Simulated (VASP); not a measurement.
# Ni (Im-3m) in VASP: notebook, part 2 of 2

VASP 6.6.1.

## Step 4: Single point, LDA, collinear spin, ferromagnetic start (volume scaled by 0.88)

File INCAR:

```
SYSTEM = Ni
PREC = Accurate
ENCUT = 520
EDIFF = 1E-6
ISMEAR = -1
SIGMA = 0.05
LREAL = .False.
LASPH = .True.
NELM = 150
ALGO = Normal
ISIF = 2
LWAVE = .False.
LCHARG = .True.
ISPIN = 2
MAGMOM = 1.5
LORBIT = 11
LMAXMIX = 4
GGA = CA
LELF = .True.
LVHAR = .True.
NBANDS = 15
```

File KPOINTS:

```
Automatic mesh
0
Gamma
  17 17 17
  0 0 0
```

File POSCAR:

```
Ni
1.0
   -1.3259923559      1.3259923559      1.3259923559
    1.3259923559     -1.3259923559      1.3259923559
    1.3259923559      1.3259923559     -1.3259923559
Ni
1
Direct
    0.0000000000      0.0000000000      0.0000000000
```

Potentials or basis: VASP PAW LDA potentials, release 64 (Ni).

The run is started by

```console
cat potpaw_LDA.64/Ni/POTCAR > POTCAR
mpirun -np 1 vasp_std > vasp.out
```

OUTCAR:

```text
SYSTEM = Ni
   PREC = Accurate
   ENCUT = 520
   EDIFF = 1E-6
   ISMEAR = -1
   LREAL = .False.
   LASPH = .True.
   NELM = 150
   ISIF = 2
   ISPIN = 2
   LORBIT = 11
   GGA = CA

 ion  position               nearest neighbor table
   1  0.000  0.000  0.000-

  LATTYP: Found a body centered cubic cell.
 ALAT       =     2.6519847118

  Lattice vectors:

 A1 = (  -1.3259923559,   1.3259923559,   1.3259923559)
 A2 = (   1.3259923559,  -1.3259923559,   1.3259923559)
 A3 = (   1.3259923559,   1.3259923559,  -1.3259923559)

Analysis of symmetry for initial positions (statically):
=====================================================================
 Subroutine PRICEL returns:
 Original cell was already a primitive cell.

 Routine SETGRP: Setting up the symmetry group for a
 body centered cubic supercell.

 Subroutine GETGRP returns: Found 48 space group operations
 (whereof 48 operations were pure point group operations)
 out of a pool of 48 trial point group operations.

The static configuration has the point symmetry O_h .

Analysis of symmetry for dynamics (positions and initial velocities):
=====================================================================
 Subroutine PRICEL returns:
 Original cell was already a primitive cell.

 Routine SETGRP: Setting up the symmetry group for a
 body centered cubic supercell.

 Subroutine GETGRP returns: Found 48 space group operations
 (whereof 48 operations were pure point group operations)
 out of a pool of 48 trial point group operations.

The dynamic configuration has the point symmetry O_h .

Analysis of structural, dynamic, and magnetic symmetry:
=====================================================================
 Subroutine PRICEL returns:
 Original cell was already a primitive cell.

 Routine SETGRP: Setting up the symmetry group for a
 body centered cubic supercell.

 Subroutine GETGRP returns: Found 48 space group operations
 (whereof 48 operations were pure point group operations)
 out of a pool of 48 trial point group operations.

The overall configuration has the point symmetry O_h .

 Subroutine INISYM returns: Found 48 space group operations
[... 156 lines left out ...]
 k-point     1 :       0.0000    0.0000    0.0000
  band No.  band energies     occupation
      1       1.3393      1.00000
      2       8.8655      1.00000
      3       8.8655      1.00000
      4       8.8655      1.00000
      5      10.5707      1.00000
      6      10.5707      1.00000
      7      39.3795      0.00000
      8      39.3795      0.00000
      9      39.3795      0.00000
     10      45.4744      0.00000
     11      45.4744      0.00000
     12      47.8872      0.00000
     13      47.8872      0.00000
     14      47.8872      0.00000
[... 403 lines left out ...]
      4      10.1849      1.00000
      5      10.7469      0.99994
      6      11.1279      0.89158
      7      28.2352      0.00000
      8      29.2869      0.00000
      9      35.4313      0.00000
     10      40.1885      0.00000
     11      44.2839      0.00000
     12      48.0797      0.00000
     13      51.6121      0.00000
     14      54.6996      0.00000
     15      56.7999      0.00000

 [... further k-points ...]

 spin component 2

 k-point     1 :       0.0000    0.0000    0.0000
  band No.  band energies     occupation
      1       1.3393      1.00000
      2       8.8657      1.00000
      3       8.8657      1.00000
      4       8.8657      1.00000
      5      10.5709      1.00000
      6      10.5709      1.00000
      7      39.3795      0.00000
      8      39.3795      0.00000
      9      39.3795      0.00000
     10      45.4744      0.00000
     11      45.4744      0.00000
     12      47.8873      0.00000
     13      47.8873      0.00000
     14      47.8873      0.00000
[... 403 lines left out ...]
      4      10.1851      1.00000
      5      10.7471      0.99994
      6      11.1281      0.89120
      7      28.2352      0.00000
      8      29.2869      0.00000
      9      35.4313      0.00000
     10      40.1886      0.00000
     11      44.2840      0.00000
     12      48.0798      0.00000
     13      51.6122      0.00000
     14      54.6996      0.00000
     15      56.8002      0.00000

 [... further k-points ...]
[... 5 lines left out ...]
  --------------------------------------------------------------------------------------
  -------------------------------------------------------------------------------------
  Total        1.2886599      1.2886599      1.2886599      0.0000000     -0.0000000      0.0000000
  in kB      221.3939932    221.3939932    221.3939932      0.0000000     -0.0000000      0.0000000
  external PRESSURE =     221.3939932 kB  Pullay stress =       0.0000000 kB

 VOLUME and BASIS-vectors are now :
 -----------------------------------------------------------------------------
  energy-cutoff  :      520.00
  volume of cell :        9.33
      direct lattice vectors                 reciprocal lattice vectors
    -1.325992356  1.325992356  1.325992356     0.000000000  0.377076080  0.377076080
     1.325992356 -1.325992356  1.325992356     0.377076080  0.000000000  0.377076080
     1.325992356  1.325992356 -1.325992356     0.377076080  0.377076080  0.000000000

 POSITION                                       TOTAL-FORCE (eV/Angst)
 -----------------------------------------------------------------------------------
      0.00000      0.00000      0.00000         0.000000     -0.000000     -0.000000
 -----------------------------------------------------------------------------------
    total drift:                                0.000000     -0.000000      0.000000

  FREE ENERGIE OF THE ION-ELECTRON SYSTEM (eV)
  ---------------------------------------------------
  free  energy   TOTEN  =        -6.4426800462 eV

  energy  without entropy=       -6.4295971009  energy(sigma->0) =       -6.43613857

 total charge

# of ion       s       p       d       tot
------------------------------------------
    1        0.563   0.639   8.438   9.640

 magnetization (x)

# of ion       s       p       d       tot
------------------------------------------
    1       -0.000  -0.000   0.000   0.000
```

OSZICAR:

```text
N       E                     dE             d eps       ncg     rms          rms(c)
DAV:   1     0.316592949020E+02    0.31659E+02   -0.41570E+03 10638   0.898E+02
DAV:   2    -0.602885618635E+01   -0.37688E+02   -0.34973E+02 11020   0.165E+02
DAV:   3    -0.734224527554E+01   -0.13134E+01   -0.13006E+01 12525   0.302E+01
DAV:   4    -0.734824238596E+01   -0.59971E-02   -0.59964E-02 11996   0.197E+00
DAV:   5    -0.734828284055E+01   -0.40455E-04   -0.40454E-04 12763   0.147E-01    0.126E+01
DAV:   6    -0.663924195046E+01    0.70904E+00   -0.95357E+00 13470   0.366E+01    0.492E+00
DAV:   7    -0.646163176196E+01    0.17761E+00   -0.13138E+00 11954   0.123E+01    0.263E+00
DAV:   8    -0.644086046308E+01    0.20771E-01   -0.44648E-02 13745   0.148E+00    0.851E-01
DAV:   9    -0.644035654722E+01    0.50392E-03   -0.14035E-03 14951   0.272E-01    0.412E-01
DAV:  10    -0.644088041142E+01   -0.52386E-03   -0.55106E-04 14398   0.219E-01    0.306E-01
DAV:  11    -0.644256392516E+01   -0.16835E-02   -0.68249E-03 13787   0.815E-01    0.861E-02
DAV:  12    -0.644267787238E+01   -0.11395E-03   -0.28853E-04 15351   0.161E-01    0.380E-02
DAV:  13    -0.644266986869E+01    0.80037E-05   -0.43301E-05 14045   0.642E-02    0.268E-02
DAV:  14    -0.644267979036E+01   -0.99217E-05   -0.61250E-05 13625   0.776E-02    0.762E-03
DAV:  15    -0.644268004618E+01   -0.25582E-06   -0.13218E-06  8254   0.117E-02
   1 F= -.64426800E+01 E0= -.64361386E+01  d E =-.130829E-01  mag=    -0.0002
```

Run time: 26 s. Hardware: 1 thread of AMD EPYC 9R45 (Zen 5), shared host; peak memory 0.11 GiB.

Results:

- Free energy: -6.4427 eV
- Pressure: 22.1 GPa
- Band gap on the k mesh: zero (filled and empty bands overlap)
- Net moment: 0.00 μB per cell
- Valence electrons inside the program's atomic spheres: Ni 9.64

Caveat: the starting moments collapsed, and a magnetic state may lie lower.

## Step 5: Single point, LDA, collinear spin, ferromagnetic start (volume scaled by 0.94)

File INCAR:

```
SYSTEM = Ni
PREC = Accurate ; ENCUT = 520
EDIFF = 1E-6 ; ISMEAR = -1
SIGMA = 0.05 ; LREAL = .FALSE.
LASPH = .TRUE. ; NELM = 150
ALGO = Normal ; ISIF = 2
LWAVE = .FALSE. ; LCHARG = .FALSE.
ISPIN = 2 ; MAGMOM = 1.5
LORBIT = 11 ; LMAXMIX = 4
GGA = CA ; NBANDS = 15
```

File KPOINTS:

```
regular mesh
0
G
  17 17 17
  0 0 0
```

File POSCAR:

```
Ni
1.0
   -1.3554684528      1.3554684528      1.3554684528
    1.3554684528     -1.3554684528      1.3554684528
    1.3554684528      1.3554684528     -1.3554684528
Ni
1
Direct
    0.0000000000      0.0000000000      0.0000000000
```

The run is started by

```console
cat potpaw_LDA.64/Ni/POTCAR > POTCAR
mpirun -np 1 vasp_std > vasp.out
```

Run time: 33 s. Hardware: 1 thread of AMD EPYC 9R45 (Zen 5), shared host; peak memory 0.11 GiB.

The run converged. Its results:

| Property | Result |
| --- | --- |
| Free energy | -6.4881 eV |
| Pressure | 2.1 GPa |
| Band gap on the k mesh | zero (filled and empty bands overlap) |
| Net moment | 0.00 μB per cell |
| Valence electrons inside the program's atomic spheres | Ni 9.49 |

Levels at points of the mesh, in eV from the Fermi level:
Spin up:
```csv
k point,band 2,band 3,band 4,band 5,band 6,band 7,band 8,band 9
"(0.00, 0.00, 0.00)",-2.15,-2.15,-2.15,-0.59,-0.59,27.48,27.48,27.48
```
Spin down:
| k point | band 2 | band 3 | band 4 | band 5 | band 6 | band 7 | band 8 | band 9 |
| --- | --- | --- | --- | --- | --- | --- | --- | --- |
| (0.00, 0.00, 0.00) | -2.16 | -2.16 | -2.16 | -0.60 | -0.60 | 27.48 | 27.48 | 27.48 |

Caveat: the starting moments collapsed, and a magnetic state may lie lower.
